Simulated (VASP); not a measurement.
# TaN in VASP: a series of runs, part 3 of 3

VASP 6.6.1.

### 5 Electric field gradients, LDA (10.34 Å³/atom)

This run uses another cell than the first one, of 10.34 Å³/atom.

Contents of INCAR:

```
SYSTEM = TaN
PREC     = Accurate       ! precision mode
ENCUT    = 520            ! plane-wave cutoff, eV
EDIFF    = 1E-8           ! SCF threshold, eV
ISMEAR   = -1             ! smearing method
SIGMA    = 0.02           ! smearing width, eV
LREAL    = .False.        ! projectors in reciprocal space
LASPH    = .True.         ! aspherical terms in the spheres
NELM     = 120            ! most SCF steps
ALGO     = Normal         ! electronic algorithm
ISIF     = 2              ! what is computed and relaxed
LWAVE    = .False.        ! write WAVECAR
LCHARG   = .False.        ! write CHGCAR
GGA      = CA             ! functional
LEFG     = .True.       
NBANDS   = 16             ! bands
GGA_COMPAT= .False.
```

Contents of KPOINTS:

```
Automatic mesh
0
Gamma
  12 12 10
  0 0 0
```

Contents of POSCAR:

```
TaN
1.0
    2.8982913036      0.0000000000      0.0000000000
   -1.4491456518      2.5099938965      0.0000000000
    0.0000000000      0.0000000000      2.8440357641
Ta N
1 1
Direct
    0.3333333333      0.6666666667      0.5000000000
    0.0000000000      0.0000000000      0.0000000000
```

Potentials or basis: VASP PAW LDA potentials, release 64 (Ta_sv_GW, N).

Started as:

```
$ cat potpaw_LDA.64/Ta_sv_GW/POTCAR potpaw_LDA.64/N/POTCAR > POTCAR
$ mpirun -np 1 vasp_std > vasp.out
```

OUTCAR:

```text
SYSTEM = TaN
   PREC = Accurate
   ENCUT = 520
   EDIFF = 1E-8
   ISMEAR = -1
   LREAL = .False.
   LASPH = .True.
   NELM = 120
   ISIF = 2
   GGA = CA

 ion  position               nearest neighbor table
   1  0.333  0.667  0.500-   2 2.20   2 2.20   2 2.20   2 2.20   2 2.20   2 2.20
   2  0.000  0.000  0.000-   1 2.20   1 2.20   1 2.20   1 2.20   1 2.20   1 2.20

  LATTYP: Found a hexagonal cell.
 ALAT       =     2.8982913036
 C/A-ratio  =     0.9812801634

  Lattice vectors:

 A1 = (   2.8982913036,   0.0000000000,   0.0000000000)
 A2 = (  -1.4491456518,   2.5099938965,   0.0000000000)
[... 669 lines left out ...]
  free  energy   TOTEN  =       -27.2222237887 eV

  energy  without entropy=      -27.2221241546  energy(sigma->0) =      -27.22217397

 Electric field gradients (V/A^2)
---------------------------------------------------------------------
 ion       V_xx      V_yy      V_zz      V_xy      V_xz      V_yz
---------------------------------------------------------------------
   1     -14.404   -14.405    28.809    -0.000     0.000    -0.000
   2       0.341     0.340    -0.681    -0.001     0.000    -0.000
---------------------------------------------------------------------

 Electric field gradients after diagonalization (V/A^2)
 (convention: |V_zz| > |V_xx| > |V_yy|)
----------------------------------------------------------------------
 ion       V_xx      V_yy      V_zz     asymmetry (V_yy - V_xx)/ V_zz
----------------------------------------------------------------------
   1     -14.405   -14.404    28.809       0.000
   2       0.342     0.340    -0.681       0.002
----------------------------------------------------------------------

           NMR quadrupolar parameters

 Cq : quadrupolar parameter    Cq=e*Q*V_zz/h
 eta: asymmetry parameters     (V_yy - V_xx)/ V_zz
 Q  : nuclear electric quadrupole moment in mb (millibarn)
----------------------------------------------------------------------
 ion       Cq(MHz)       eta       Q (mb)
----------------------------------------------------------------------
   1       0.070       0.000       1.000
   2      -0.002       0.002       1.000
----------------------------------------------------------------------
```

OSZICAR:

```text
N       E                     dE             d eps       ncg     rms          rms(c)
DAV:   1     0.991390886687E+02    0.99139E+02   -0.11336E+04  3680   0.115E+03
DAV:   2    -0.261250717350E+02   -0.12526E+03   -0.12113E+03  5112   0.301E+02
DAV:   3    -0.307188468940E+02   -0.45938E+01   -0.45898E+01  4232   0.513E+01
DAV:   4    -0.308424056983E+02   -0.12356E+00   -0.12356E+00  5088   0.602E+00
DAV:   5    -0.308469634757E+02   -0.45578E-02   -0.45578E-02  4280   0.885E-01    0.590E+01
DAV:   6    -0.274090651195E+02    0.34379E+01   -0.72131E+00  3864   0.230E+01    0.602E+01
DAV:   7    -0.272783189655E+02    0.13075E+00   -0.41104E-01  3920   0.494E+00    0.264E+01
DAV:   8    -0.272250101934E+02    0.53309E-01   -0.11832E-01  4496   0.262E+00    0.646E+00
DAV:   9    -0.272224556611E+02    0.25545E-02   -0.63023E-03  4640   0.740E-01    0.345E-01
DAV:  10    -0.272222410265E+02    0.21463E-03   -0.14418E-03  3848   0.372E-01    0.144E-01
DAV:  11    -0.272222272075E+02    0.13819E-04   -0.65562E-05  4344   0.801E-02    0.132E-01
DAV:  12    -0.272222238975E+02    0.33101E-05   -0.78265E-06  4344   0.243E-02    0.195E-02
DAV:  13    -0.272222237972E+02    0.10032E-06   -0.66445E-07  4600   0.688E-03    0.199E-03
DAV:  14    -0.272222237887E+02    0.84758E-08   -0.30235E-08  4080   0.141E-03
   1 F= -.27222224E+02 E0= -.27222174E+02  d E =-.996341E-04
```

Run time: 34 s. Hardware: 1 thread of Intel Xeon Platinum 8259CL at 2.50GHz (Skylake/Cascade Lake), shared host; peak memory 0.16 GiB.

What came out:

| Quantity | Value |
| --- | --- |
| Free energy | -27.2222 eV |
| Pressure | 4.2 GPa |
| Band gap on the k mesh | zero (bands 9 and 10 overlap by 0.52 eV) |
| Largest electric field gradient by atom | Ta +28.8; N -0.7 V/Å² |

Electric field gradients, principal values (V/Å²):
| atom | least | middle | greatest (by size) |
| --- | --- | --- | --- |
| 1 Ta | -14.404 | -14.405 | 28.809 |
| 2 N | 0.340 | 0.342 | -0.681 |

Caveat: the cell stands under pressure; without QUAD_EFG the Cq values of the log hold for a quadrupole moment of 1 mb, not for the nuclei; spin-orbit coupling is left out, which moves the levels of the heavy elements.

### 6 Electric field gradients, LDA (equal xy, yz and zx shear strains of +1 %)

Contents of INCAR:

```
PREC = Accurate
ENCUT = 520
EDIFF = 1E-8
ISMEAR = -1
SIGMA = 0.02
LREAL = False
LASPH = True
NELM = 80
ALGO = Normal
ISIF = 2
LWAVE = False
LCHARG = False
LEFG = True
NBANDS = 15
```

Contents of KPOINTS:

```
regular mesh
0
Gamma
  12 12 10
```

Contents of POSCAR:

```
TaN
1.0
    2.9379988584      0.0146899943      0.0146899943
   -1.4562775210      2.5370366506      0.0053769111
    0.0144150000      0.0144150000      2.8830000000
Ta N
1 1
Direct
    0.3333333333      0.6666666667      0.5000000000
    0.0000000000      0.0000000000      0.0000000000
```

Potentials or basis: VASP PAW LDA potentials, release 64 (Ta_pv, N).

Started as:

```
$ cat potpaw_LDA.64/Ta_pv/POTCAR potpaw_LDA.64/N/POTCAR > POTCAR
$ mpirun -np 1 vasp_std > vasp.out
```

OUTCAR:

```text
PREC = Accurate
   ENCUT = 520
   EDIFF = 1E-8
   ISMEAR = -1
   LREAL = False
   LASPH = True
   NELM = 80
   ISIF = 2

 ion  position               nearest neighbor table
   1  0.333  0.667  0.500-   2 2.22   2 2.22   2 2.22   2 2.22   2 2.24   2 2.25
   2  0.000  0.000  0.000-   1 2.22   1 2.22   1 2.22   1 2.22   1 2.24   1 2.25

  LATTYP: Found a triclinic cell.
 ALAT       =     2.9380723075
 B/A-ratio  =     1.7245160447
 C/A-ratio  =     1.3945312755
 COS(alpha) =     0.0010167455
 COS(beta)  =     0.3577149094
 COS(gamma) =     0.8647750968

  Lattice vectors:

 A1 = (   2.9379988584,   0.0146899943,   0.0146899943)
 A2 = (   4.3942763794,  -2.5223466563,   0.0093130832)
 A3 = (   1.4673063374,   2.5373116449,  -2.8629330946)

Analysis of symmetry for initial positions (statically):
=====================================================================
 Subroutine PRICEL returns:
 Original cell was already a primitive cell.

 Routine SETGRP: Setting up the symmetry group for a
 triclinic supercell.

 Subroutine GETGRP returns: Found  1 space group operations
 (whereof  1 operations were pure point group operations)
 out of a pool of  2 trial point group operations.

The static configuration has the point symmetry C_1 .

Analysis of symmetry for dynamics (positions and initial velocities):
=====================================================================
 Subroutine PRICEL returns:
 Original cell was already a primitive cell.

 Routine SETGRP: Setting up the symmetry group for a
 triclinic supercell.

 Subroutine GETGRP returns: Found  1 space group operations
 (whereof  1 operations were pure point group operations)
 out of a pool of  2 trial point group operations.

[... 579 lines left out ...]
      9       9.9539      0.00000
     10      10.2215      0.00000
     11      12.5194      0.00000
     12      14.6655      0.00000
     13      17.2398      0.00000
     14      20.4829      0.00000
     15      20.9866      0.00000

 [... further k-points ...]

------------------------ aborting loop because EDIFF is reached ----------------------------------------

  FORCE on cell =-STRESS in cart. coord.  units (eV):
  Direction    XX          YY          ZZ          XY          YZ          ZX
  --------------------------------------------------------------------------------------
  -------------------------------------------------------------------------------------
  Total       -1.2563751     -1.2303302     -1.4251014     -0.2896197     -0.3188559     -0.3190920
  in kB      -93.4079511    -91.4715888   -105.9522749    -21.5324099    -23.7060410    -23.7235917
  external PRESSURE =     -96.9439383 kB  Pullay stress =       0.0000000 kB

 VOLUME and BASIS-vectors are now :
 -----------------------------------------------------------------------------
  energy-cutoff  :      520.00
  volume of cell :       21.55
      direct lattice vectors                 reciprocal lattice vectors
     2.937998858  0.014689994  0.014689994     0.339406947  0.194827721 -0.002671173
    -1.456277521  2.537036651  0.005376911    -0.001955435  0.393042355 -0.001955435
     0.014415000  0.014415000  2.883000000    -0.001725762 -0.001725762  0.346878166

 POSITION                                       TOTAL-FORCE (eV/Angst)
 -----------------------------------------------------------------------------------
      0.01569      1.70346      1.44998         0.007807     -0.000294     -0.005095
      0.00000      0.00000      0.00000        -0.007807      0.000294      0.005095
 -----------------------------------------------------------------------------------
    total drift:                                0.000078     -0.000010      0.000019

  FREE ENERGIE OF THE ION-ELECTRON SYSTEM (eV)
  ---------------------------------------------------
  free  energy   TOTEN  =       -24.6963085989 eV

  energy  without entropy=      -24.6961723038  energy(sigma->0) =      -24.69624045

 Electric field gradients (V/A^2)
---------------------------------------------------------------------
 ion       V_xx      V_yy      V_zz      V_xy      V_xz      V_yz
---------------------------------------------------------------------
   1      -9.104    -9.052    18.156    12.867    22.959    22.969
   2       0.008    -0.006    -0.001     0.900     1.254     1.255
---------------------------------------------------------------------

 Electric field gradients after diagonalization (V/A^2)
 (convention: |V_zz| > |V_xx| > |V_yy|)
----------------------------------------------------------------------
 ion       V_xx      V_yy      V_zz     asymmetry (V_yy - V_xx)/ V_zz
----------------------------------------------------------------------
   1     -22.289   -21.945    44.233       0.008
   2      -1.381    -0.899     2.280       0.211
----------------------------------------------------------------------

           NMR quadrupolar parameters

 Cq : quadrupolar parameter    Cq=e*Q*V_zz/h
 eta: asymmetry parameters     (V_yy - V_xx)/ V_zz
 Q  : nuclear electric quadrupole moment in mb (millibarn)
----------------------------------------------------------------------
 ion       Cq(MHz)       eta       Q (mb)
----------------------------------------------------------------------
   1       0.107       0.008       1.000
   2       0.006       0.211       1.000
----------------------------------------------------------------------
```

stdout:

```text
POSCAR found type information on POSCAR TaN
 POSCAR found :  2 types and       2 ions
 scaLAPACK will be used
 LDA part: xc-table for (Slater(with rela. corr.)+CA(PZ))
 , standard interpolation
 POSCAR, INCAR and KPOINTS ok, starting setup
 FFT: planning ... GRIDC
 FFT: planning ... GRID_SOFT
 FFT: planning ... GRID
 WAVECAR not read
 entering main loop
ion   1
     0.0000657    -0.2051410    -0.3314736    -0.4046264    -0.3309021    -0.0016423
     0.0000905    -0.2051410    -0.3314736    -0.4046265    -0.3309021    -0.0016423
     0.0001247    -0.2051410    -0.3314736    -0.4046265    -0.3309021    -0.0016423
     0.0001717    -0.2051410    -0.3314736    -0.4046265    -0.3309021    -0.0016423

     0.0000657   -11.9262791   -21.2274242   -14.1491893   -21.2183058     0.0214033
     0.0000905   -11.9230404   -21.2197017   -14.1765054   -21.2105840     0.0213621
     0.0001247   -11.9181495   -21.2079185   -14.2196862   -21.1988018     0.0212980
     0.0001717   -11.9107987   -21.1900171   -14.2876330   -21.1809022     0.0211986

ion   2
     0.0000281    -0.3762135    -0.5826282     0.7799522    -0.5827631    -0.0021810
     0.0000381    -0.3762135    -0.5826282     0.7799522    -0.5827631    -0.0021810
     0.0000517    -0.3762135    -0.5826282     0.7799522    -0.5827631    -0.0021810
     0.0000701    -0.3762135    -0.5826281     0.7799522    -0.5827630    -0.0021810

     0.0000281    -0.8887343    -1.2980043     0.9758594    -1.2982406    -0.0054060
     0.0000381    -0.8887342    -1.2980042     0.9758594    -1.2982405    -0.0054060
     0.0000517    -0.8887341    -1.2980040     0.9758593    -1.2982403    -0.0054060
     0.0000701    -0.8887338    -1.2980037     0.9758592    -1.2982400    -0.0054060
```

Wall time 2.3 min (1 thread of Intel Xeon 8259CL, shared host); peak memory 0.34 GiB.

Results:

```
Free energy                             : -24.6963 eV
Pressure                                : -9.7 GPa
Largest force                           : 0.009 eV/Å
Band gap on the k mesh                  : zero (bands 8 and 9 overlap by 0.31 eV)
Largest electric field gradient by atom : Ta +44.2; N +2.3 V/Å²
```

Forces on the atoms (eV/Å):
```
Ta   0.008  0.000 -0.005
N   -0.008  0.000  0.005
```

Stress tensor (GPa, compression positive):
```
 -9.34  -2.15  -2.37
 -2.15  -9.15  -2.37
 -2.37  -2.37 -10.60
```

Electric field gradients, principal values (V/Å²):
| atom | least | middle | greatest (by size) |
| --- | --- | --- | --- |
| 1 Ta | -21.945 | -22.289 | 44.233 |
| 2 N | -0.899 | -1.381 | 2.280 |

Caveat: the cell differs from its parent crystal (equal xy, yz and zx shear strains of +1 %); the cell stands under tension; without QUAD_EFG the Cq values of the log hold for a quadrupole moment of 1 mb, not for the nuclei; spin-orbit coupling is left out, which moves the levels of the heavy elements.

### 7 The runs side by side

| potentials or basis | cell | gap on the mesh (eV) | pressure (GPa) |
| --- | --- | --- | --- |
| VASP PAW LDA potentials, release 64 (Ta_sv_GW, N) | a = 2.938, b = 2.938, c = 2.883 Å, angles 90.0, 90.0, 120.0°, 2 atoms | none | -10.8 |
| VASP PAW LDA potentials, release 64 (Ta_sv_GW, N) | a = 2.938, b = 2.938, c = 2.825 Å, angles 90.0, 90.0, 120.0°, 2 atoms | none | -3.0 |
| VASP PAW LDA potentials, release 64 (Ta_sv_GW, N) | a = 2.957, b = 2.957, c = 2.902 Å, angles 90.0, 90.0, 120.0°, 2 atoms | none | -17.2 |
| VASP PAW LDA potentials, release 64 (Ta_sv_GW, N) | a = 2.898, b = 2.898, c = 2.844 Å, angles 90.0, 90.0, 120.0°, 2 atoms | none | 4.2 |
| VASP PAW LDA potentials, release 64 (Ta_pv, N) | a = 2.938, b = 2.925, c = 2.883 Å, angles 89.8, 89.4, 119.6°, 2 atoms | none | -9.7 |

Alike in all rows: task electric field gradients; level LDA; no spin polarisation; k mesh 12 × 12 × 10; cutoff (eV) 520; smearing fermi-dirac 0.02 eV.

Caveats: spin-orbit coupling is left out, which moves the levels of the heavy elements; the cell stands under tension (at least some runs); the stress differs along the axes, from -7 to 6 GPa (at least some runs); the cell stands under pressure (at least some runs).

Absolute energies hang on the potentials; compare differences alone.
